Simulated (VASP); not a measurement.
# Mg3Te2O (P6/mmm) in VASP: a series of runs

Runs on Mg3Te2O. Level: PBE. Tasks: single point, relaxation of cell and atoms.

All numbers are computed with VASP 6.6.1; they aren't measurements. Logs are shortened: lines on timing, memory, paths and dates and some standing lists are left out, and cuts for length are marked.

## (1) The cell of the first run

Symmetry: P6/mmm, No. 191, hexagonal system. Conventional cell: a = 4.903 Å, b = 4.903 Å, c = 7.578 Å, α = 90.00°, β = 90.00°, γ = 120.00°. Within 2.2 Å of Mg (site symmetry 6mm) lie 1 O at 1.64 Å and 1 Mg at 2.15 Å. Within 2.8 Å of Mg (site symmetry 6/mmm) lie 2 Mg at 2.15 Å. Within 3.7 Å of Te (site symmetry -6m2) lie 3 Te at 2.83 Å and 3 O at 2.83 Å and 6 Mg at 3.27 Å. O (site symmetry 6/mmm) has 2 Mg at 1.64 Å within 2.2 Å.

The cell was generated, and may not be a known phase.

## (2) Single point, PBE

File INCAR:

```
ALGO = Normal
EDIFF = 1E-6
ENCUT = 520
GGA = PE
ISIF = 2
ISMEAR = 0
LASPH = T
LCHARG = F
LREAL = F
LWAVE = F
NBANDS = 21
NELM = 80
PREC = Accurate
SIGMA = 0.1
```

File KPOINTS:

```
k-points
0
Gamma
  6 6 2
```

File POSCAR:

```
Mg3Te2O
1.0
    4.9033086000      0.0000000000      0.0000000000
   -2.4516543000      4.2463898100      0.0000000000
    0.0000000000      0.0000000000      7.5782103900
Mg Te O
3 2 1
Direct
    0.0000000000      0.0000000000      0.2159544000
    0.0000000000      0.0000000000      0.7840456000
    0.0000000000      0.0000000000      0.5000000000
    0.3333333300      0.6666666700      0.0000000000
    0.6666666700      0.3333333300      0.0000000000
    0.0000000000      0.0000000000      0.0000000000
```

Potentials or basis: VASP PAW PBE potentials, release 64 (Mg, Te, O).

The run is started by

```bash
$ cat potpaw_PBE.64/Mg/POTCAR potpaw_PBE.64/Te/POTCAR potpaw_PBE.64/O/POTCAR > POTCAR
$ mpirun -np 1 vasp_std > vasp.out
```

OUTCAR:

```text
EDIFF = 1E-6
   ENCUT = 520
   GGA = PE
   ISIF = 2
   ISMEAR = 0
   LASPH = T
   LREAL = F
   NELM = 80
   PREC = Accurate

 ion  position               nearest neighbor table
   1  0.000  0.000  0.216-   6 1.64   3 2.15   5 3.27   4 3.27   4 3.27   5 3.27   5 3.27   4 3.27
                             2 3.27
   2  0.000  0.000  0.784-   6 1.64   3 2.15   5 3.27   4 3.27   4 3.27   5 3.27   5 3.27   4 3.27
                             1 3.27
   3  0.000  0.000  0.500-   1 2.15   2 2.15
   4  0.333  0.667  0.000-   5 2.83   5 2.83   5 2.83   1 3.27   2 3.27   2 3.27   1 3.27   2 3.27
                             1 3.27
   5  0.667  0.333  0.000-   4 2.83   4 2.83   4 2.83   1 3.27   2 3.27   1 3.27   2 3.27   1 3.27
                             2 3.27
   6  0.000  0.000  0.000-   1 1.64   2 1.64

  LATTYP: Found a hexagonal cell.
 ALAT       =     4.9033086000
 C/A-ratio  =     1.5455299693

  Lattice vectors:

 A1 = (   4.9033086000,   0.0000000000,   0.0000000000)
 A2 = (  -2.4516543000,   4.2463898100,   0.0000000000)
 A3 = (   0.0000000000,   0.0000000000,   7.5782103900)

Analysis of symmetry for initial positions (statically):
=====================================================================
 Subroutine PRICEL returns:
 Original cell was already a primitive cell.

 Routine SETGRP: Setting up the symmetry group for a
 hexagonal supercell.

 Subroutine GETGRP returns: Found 24 space group operations
 (whereof 24 operations were pure point group operations)
 out of a pool of 24 trial point group operations.

The static configuration has the point symmetry D_6h.

Analysis of symmetry for dynamics (positions and initial velocities):
=====================================================================
 Subroutine PRICEL returns:
 Original cell was already a primitive cell.

 Routine SETGRP: Setting up the symmetry group for a
 hexagonal supercell.

 Subroutine GETGRP returns: Found 24 space group operations
 (whereof 24 operations were pure point group operations)
 out of a pool of 24 trial point group operations.

The dynamic configuration has the point symmetry D_6h.

 Subroutine INISYM returns: Found 24 space group operations
 (whereof 24 operations are pure point group operations),
 and found     1 'primitive' translations

----------------------------------------------------------------------------------------

                                     Primitive cell

  volume of cell :     157.7886

  direct lattice vectors                    reciprocal lattice vectors
     4.903308600  0.000000000  0.000000000     0.203943925  0.117747080  0.000000000
    -2.451654300  4.246389810  0.000000000     0.000000000  0.235494160  0.000000000
     0.000000000  0.000000000  7.578210390     0.000000000  0.000000000  0.131957276

  length of vectors
     4.903308600  4.903308600  7.578210390     0.235494160  0.235494160  0.131957276

  position of ions in fractional coordinates (direct lattice)
     0.000000000  0.000000000  0.215954400
     0.000000000  0.000000000  0.784045600
     0.000000000  0.000000000  0.500000000
     0.333333330  0.666666670  0.000000000
     0.666666670  0.333333330  0.000000000
     0.000000000  0.000000000  0.000000000

  ion indices of the primitive-cell ions
   primitive index   ion index
                 1           1
                 2           2
                 3           3
                 4           4
                 5           5
                 6           6

----------------------------------------------------------------------------------------

 KPOINTS: k-points

Automatic generation of k-mesh.
 Grid dimensions read from file:
 generate k-points for:    6    6    2

 Generating k-lattice:

  Cartesian coordinates                     Fractional coordinates (reciprocal lattice)
     0.033990654  0.019624513  0.000000000     0.166666667  0.000000000  0.000000000
     0.000000000  0.039249027  0.000000000     0.000000000  0.166666667  0.000000000
     0.000000000  0.000000000  0.065978638     0.000000000  0.000000000  0.500000000

  Length of vectors
     0.039249027  0.039249027  0.065978638

  Shift w.r.t. Gamma in fractional coordinates (k-lattice)
     0.000000000  0.000000000  0.000000000

 Subroutine IBZKPT returns following result:
 ===========================================

 Found     14 irreducible k-points:

 Following reciprocal coordinates:
            Coordinates               Weight
  0.000000  0.000000  0.000000      1.000000
  0.166667  0.000000  0.000000      6.000000
  0.333333  0.000000  0.000000      6.000000
  0.500000  0.000000  0.000000      3.000000
  0.166667  0.166667  0.000000      6.000000
  0.333333  0.166667  0.000000     12.000000
  0.333333  0.333333  0.000000      2.000000
  0.000000  0.000000  0.500000      1.000000
  0.166667  0.000000  0.500000      6.000000
  0.333333  0.000000  0.500000      6.000000
  0.500000  0.000000  0.500000      3.000000
[... 36 lines left out ...]
   ISMEAR =     0;   SIGMA  =   0.10  broadening in eV -4-tet -1-fermi 0-gaus
   EFERMI_NEDOS =   21; number of points for ismear=-14 and -15
   IALGO  =     38    algorithm
   IMIX   =      4    mixing-type and parameters
     AMIX     =   0.40;   BMIX     =  1.00
     AMIX_MAG =   1.60;   BMIX_MAG =  1.00
  volume/ion in A,a.u.               =      26.30       177.47
  Fermi-wavevector in a.u.,A,eV,Ry     =   0.873883  1.651400 10.390383  0.763672
  Thomas-Fermi vector in A             =   1.993336
   LORBIT       =      0    0 simple, 1 ext, 2 COOP (PROOUT), +10 PAW based schemes
   GGA     = PE    functional components
   LHFCALC =     F    Hartree Fock is set to
   AEXX    =    0.0000 exact exchange contribution
   IVDW    =     0    specifies the selected vdW correction
   LEPSILON=     F    determine dielectric tensor
   LRPA    =     F    only Hartree local field effects (RPA)
 non-spin polarized calculation
 Gauss-broadening in eV      SIGMA  =   0.10
  energy-cutoff  :      520.00
  volume of cell :      157.79
 maximum number of plane-waves:      4274
   NGX = 19   NGY = 19   NGZ = 29

 number of electron      24.0000005 magnetization

 Free energy of the ion-electron system (eV)
  ---------------------------------------------------
  ext. energy  EPLUGINS =         0.00000000
  ---------------------------------------------------
  free energy    TOTEN  =       -11.26158765 eV

  energy without entropy =      -11.24533268  energy(sigma->0) =      -11.25346016

 E-fermi :   3.8145     XC(G=0):  -8.1770

 val. band max:        3.7585358824   @ k =   0.3333   0.3333   0.5000
 cond. band min:       3.8202196775   @ k =   0.1667   0.1667   0.0000
 fundamental gap:      0.0616837951
 Fermi energy:         3.8145030959

 k-point     1 :       0.0000    0.0000    0.0000
  band No.  band energies     occupation
      1     -15.2818      2.00000
      2      -9.8733      2.00000
      3      -4.9956      2.00000
      4      -2.5162      2.00000
      5      -1.7611      2.00000
      6      -1.7611      2.00000
[... 13 lines left out ...]
     20       8.3450      0.00000
     21       8.4260      0.00000

 k-point     2 :       0.1667    0.0000    0.0000
  band No.  band energies     occupation
      1     -15.2473      2.00000
      2      -9.8136      2.00000
      3      -5.7948      2.00000
      4      -2.5981      2.00000
      5      -2.3464      2.00000
      6      -1.9552      2.00000
[... 13 lines left out ...]
     20       8.6568      0.00000
     21       9.4042      0.00000

 k-point     3 :       0.3333    0.0000    0.0000
  band No.  band energies     occupation
      1     -15.1767      2.00000
      2      -9.6151      2.00000
      3      -7.0588      2.00000
      4      -3.2302      2.00000
      5      -1.9143      2.00000
      6      -1.1002      2.00000
[... 13 lines left out ...]
     20       8.4855      0.00000
     21      10.2338      0.00000
[... 217 lines left out ...]
 k-point    13 :       0.3333    0.1667    0.5000
  band No.  band energies     occupation
      1     -15.1408      2.00000
      2      -9.3530      2.00000
      3      -7.8572      2.00000
      4      -2.8264      2.00000
      5      -1.7562      2.00000
      6      -0.9099      2.00000
[... 13 lines left out ...]
     20       8.4436      0.00000
     21      10.0122      0.00000

 k-point    14 :       0.3333    0.3333    0.5000
  band No.  band energies     occupation
      1     -15.1233      2.00000
      2      -8.7512      2.00000
      3      -8.7512      2.00000
      4      -2.1137      2.00000
      5      -1.6046      2.00000
      6      -0.6712      2.00000
[... 13 lines left out ...]
     20       9.2721      0.00000
     21       9.5453      0.00000

------------------------ aborting loop because EDIFF is reached ----------------------------------------

  FORCE on cell =-STRESS in cart. coord.  units (eV):
  Direction    XX          YY          ZZ          XY          YZ          ZX
  --------------------------------------------------------------------------------------
  -------------------------------------------------------------------------------------
  Total        9.2149830      9.2149830     45.5173274      0.0000000     -0.0000000      0.0000000
  in kB       93.5684368     93.5684368    462.1804721      0.0000000     -0.0000000      0.0000000
  external PRESSURE =     216.4391153 kB  Pullay stress =       0.0000000 kB

 VOLUME and BASIS-vectors are now :
 -----------------------------------------------------------------------------
  energy-cutoff  :      520.00
  volume of cell :      157.79
      direct lattice vectors                 reciprocal lattice vectors
     4.903308600  0.000000000  0.000000000     0.203943925  0.117747080  0.000000000
    -2.451654300  4.246389810  0.000000000     0.000000000  0.235494160  0.000000000
     0.000000000  0.000000000  7.578210390     0.000000000  0.000000000  0.131957276

 POSITION                                       TOTAL-FORCE (eV/Angst)
 -----------------------------------------------------------------------------------
      0.00000      0.00000      1.63655        -0.000000     -0.000000      1.603909
      0.00000      0.00000      5.94166        -0.000000      0.000000     -1.603909
      0.00000      0.00000      3.78911        -0.000000     -0.000000      0.000000
     -0.00000      2.83093      0.00000        -0.000000      0.000000      0.000000
      2.45165      1.41546      0.00000         0.000000     -0.000000      0.000000
      0.00000      0.00000      0.00000        -0.000000     -0.000000      0.000000
 -----------------------------------------------------------------------------------
    total drift:                               -0.000000      0.000000     -0.000000

  FREE ENERGIE OF THE ION-ELECTRON SYSTEM (eV)
  ---------------------------------------------------
  free  energy   TOTEN  =       -11.2615876526 eV

  energy  without entropy=      -11.2453326759  energy(sigma->0) =      -11.25346016
```

Wall time 25 s (1 thread of Intel Xeon 6975P-C (Granite Rapids), shared host); peak memory 0.26 GiB.

Results:

- Free energy: -11.2616 eV
- Pressure: 21.6 GPa
- Largest force: 1.604 eV/Å
- Band gap on the k mesh: zero (bands 12 and 13 overlap by 0.46 eV)

Forces on the atoms (eV/Å):
```
Mg   0.000  0.000  1.604
Mg   0.000  0.000 -1.604
Mg   0.000  0.000  0.000
Te   0.000  0.000  0.000
Te   0.000  0.000  0.000
O    0.000  0.000  0.000
```

Caveat: the k points lie up to 0.41 Å⁻¹ apart; semilocal functionals underestimate gaps, and a narrow one can read as zero; spin-orbit coupling is left out, which moves the levels of the heavy elements; forces of over 1 eV/Å act on the atoms, so gaps and moduli don't describe the material at rest.

## (3) Single point, PBE

This run uses another cell than the first one, of 38.41 Å³/atom.

File INCAR:

```
SYSTEM = Mg3Te2O
PREC = Accurate
ENCUT = 520
EDIFF = 1E-6
ISMEAR = 0
SIGMA = 0.1
LREAL = .False.
LASPH = .True.
NELM = 100
ALGO = Normal
ISIF = 2
LWAVE = .False.
LCHARG = .False.
GGA = PE
NBANDS = 21
```

File KPOINTS:

```
regular mesh
0
Gamma
  6 6 2
  0 0 0
```

File POSCAR:

```
Mg3Te2O
1.0
    5.2721510969      0.0000000000      0.0000000000
   -2.6360755485      4.5658167825      0.0000000000
    0.0000000000      0.0000000000      9.5741319949
Mg Te O
3 2 1
Direct
    0.0000000000      0.0000000000      0.1960307906
    0.0000000000      0.0000000000      0.8039692094
    0.0000000000      0.0000000000      0.5000000000
    0.3333333333      0.6666666667      0.0000000000
    0.6666666667      0.3333333333      0.0000000000
    0.0000000000      0.0000000000      0.0000000000
```

Potentials or basis: VASP PAW PBE potentials, release 64 (Mg, Te, O).

The run is started by

```bash
$ cat potpaw_PBE.64/Mg/POTCAR potpaw_PBE.64/Te/POTCAR potpaw_PBE.64/O/POTCAR > POTCAR
$ mpirun -np 1 vasp_std > vasp.out
```

It took 51 s on 1 thread of Intel Xeon 6975P-C (Granite Rapids), shared host; peak memory 0.35 GiB.

It converged, with:

| Property | Result |
| --- | --- |
| Free energy | -16.3928 eV |
| Pressure | -0.1 GPa |
| Largest force | 0.017 eV/Å |
| Band gap on the k mesh | zero (filled and empty bands overlap) |

Forces on the atoms (eV/Å):
```
Mg   0.000  0.000  0.017
Mg   0.000  0.000 -0.017
Mg   0.000  0.000  0.000
Te   0.000  0.000  0.000
Te   0.000  0.000  0.000
O    0.000  0.000  0.000
```

Levels at points of the mesh, in eV from the Fermi level:
```tsv
k point	band 8	band 9	band 10	band 11	band 12	band 13	band 14	band 15	band 16	band 17
(0.00, 0.00, 0.00)	-3.85	-2.85	-2.71	-0.21	-0.07	1.51	1.68	1.68	3.39	3.39
(0.50, 0.00, 0.00)	-2.58	-1.94	-1.63	-1.48	-0.03	0.48	0.99	1.63	2.59	2.67
(0.00, 0.00, 0.50)	-3.85	-2.88	-2.23	-1.23	-0.07	1.69	1.69	3.03	3.03	3.15
(0.50, 0.00, 0.50)	-2.58	-2.10	-1.48	-1.40	-0.32	0.90	0.95	1.63	2.02	2.16
```

Caveat: semilocal functionals underestimate gaps, and a narrow one can read as zero; spin-orbit coupling is left out, which moves the levels of the heavy elements.

## (4) Relaxation of cell and atoms, PBE

File INCAR:

```
SYSTEM = Mg3Te2O
PREC = Accurate
ENCUT = 600
EDIFF = 1E-6
ISMEAR = 0
SIGMA = 0.1
LREAL = .FALSE.
LASPH = .TRUE.
NELM = 100
ALGO = Normal
ISIF = 3
LWAVE = .FALSE.
LCHARG = .FALSE.
GGA = PE
IBRION = 2
NSW = 90
EDIFFG = -0.04
```

File KPOINTS:

```
regular mesh
0
G
  6 6 2
  0 0 0
```

File POSCAR:

```
Mg3Te2O
1.0
    4.9033086000      0.0000000000      0.0000000000
   -2.4516543000      4.2463898100      0.0000000000
    0.0000000000      0.0000000000      7.5782103900
Mg Te O
3 2 1
Direct
    0.0000000000      0.0000000000      0.2159544000
    0.0000000000      0.0000000000      0.7840456000
    0.0000000000      0.0000000000      0.5000000000
    0.3333333300      0.6666666700      0.0000000000
    0.6666666700      0.3333333300      0.0000000000
    0.0000000000      0.0000000000      0.0000000000
```

The run is started by

```bash
$ cat potpaw_PBE.64/Mg/POTCAR potpaw_PBE.64/Te/POTCAR potpaw_PBE.64/O/POTCAR > POTCAR
$ mpirun -np 1 vasp_std > vasp.out
```

Wall time 3.7 min (1 thread of Intel Xeon 6975P-C (Granite Rapids), shared host); peak memory 0.35 GiB.

Results (log left out):

```
Free energy                           : -16.3662 eV
Relaxed volume                        : 38.17 Å³/atom
Relaxed cell                          : a = 5.266 Å, b = 5.266 Å, c = 9.535 Å, α = 90.00°, β = 90.00°, γ = 120.00°
Space group after relaxing (to 0.1 Å) : P6/mmm (No. 191)
Energy gained by relaxing             : 850.1 meV/atom
Ionic steps                           : 12
Pressure after relaxing               : 0.0 GPa
Largest force after relaxing          : 0.011 eV/Å
Band gap on the k mesh                : zero (bands 12 and 13 overlap by 0.01 eV)
```

Forces in eV/Å, atoms in the order of the input:
```
Mg   0.000  0.000  0.011
Mg   0.000  0.000 -0.011
Mg   0.000  0.000  0.000
Te   0.000  0.000  0.000
Te   0.000  0.000  0.000
O    0.000  0.000  0.000
```

Step by step:
```csv
step,energy change (eV),largest force (eV/Å),pressure (GPa),volume (Å³)
1,0.0000,1.5990,21.62,157.79
2,-3.5620,2.3492,-3.56,248.54
3,-4.3637,2.7832,0.99,209.30
4,-4.3661,2.7702,0.40,212.60
5,-4.3673,2.7763,0.61,211.43
6,-4.8891,1.5195,-0.04,219.10
7,-5.0753,0.1916,-0.20,227.22
8,-5.0756,0.1400,-0.20,227.54
9,-5.0936,0.2958,0.46,226.01
10,-5.0957,0.1798,0.28,226.39
11,-5.1006,0.0430,0.02,228.52
12,-5.1008,0.0115,-0.03,229.01
```

Final structure:
```
Mg Te O
1.0
     5.26638    0.00000    0.00000
    -2.63319    4.56082    0.00000
     0.00000    0.00000    9.53459
Mg Te O
3 2 1
Cartesian
  0.0000 0.0000 1.8746
  0.0000 0.0000 7.6600
  0.0000 0.0000 4.7673
  0.0000 3.0405 0.0000
  2.6332 1.5203 0.0000
  0.0000 0.0000 0.0000
```

Levels at points of the mesh, in eV from the Fermi level:
| k point | band 10 | band 11 | band 12 | band 13 | band 14 | band 15 |
| --- | --- | --- | --- | --- | --- | --- |
| (0.00, 0.00, 0.00) | -2.72 | -0.21 | -0.07 | 1.55 | 1.68 | 1.68 |
| (0.50, 0.00, 0.00) | -1.64 | -1.49 | -0.03 | 0.47 | 1.00 | 1.63 |
| (0.00, 0.00, 0.50) | -2.23 | -1.24 | -0.07 | 1.70 | 1.70 | 3.02 |
| (0.50, 0.00, 0.50) | -1.49 | -1.40 | -0.33 | 0.89 | 0.96 | 2.01 |

Caveat: the k points lie up to 0.33 Å⁻¹ apart in the final cell; the volume moved by over 15 % at a fixed basis, so the end points are rough; semilocal functionals underestimate gaps, and a narrow one can read as zero; spin-orbit coupling is left out, which moves the levels of the heavy elements.

## (5) Summary

| task | cell | cutoff (eV) | gap on the mesh (eV) | pressure (GPa) | largest force (eV/Å) |
| --- | --- | --- | --- | --- | --- |
| single point | a = 4.903, b = 4.903, c = 7.578 Å, angles 90.0, 90.0, 120.0°, 6 atoms, atomic positions A | 520 | none | 21.6 | 1.60 |
| single point | a = 5.272, b = 5.272, c = 9.574 Å, angles 90.0, 90.0, 120.0°, 6 atoms, atomic positions B | 520 | none | -0.1 | 0.02 |
| relaxation of cell and atoms | relaxed from a = 4.903, b = 4.903, c = 7.578 Å, angles 90.0, 90.0, 120.0°, 6 atoms, atomic positions A | 600 | none | 0.0 | 0.01 |

Alike in all rows: level PBE; potentials or basis VASP PAW PBE potentials, release 64 (Mg, Te, O); no spin polarisation; k mesh 6 × 6 × 2; smearing gaussian 0.1 eV.

Caveats: some runs use coarse meshes; semilocal functionals underestimate gaps, and a narrow one can read as zero; spin-orbit coupling is left out, which moves the levels of the heavy elements; forces of over 1 eV/Å act on the atoms, so gaps and moduli don't describe the material at rest (at least some runs); the volume moved by over 15 % at a fixed basis, so the end points are rough (at least some runs).

Absolute energies hang on the potentials; compare differences alone.

The gap in the log of VASP goes by the Fermi energy; the results here count the filled bands.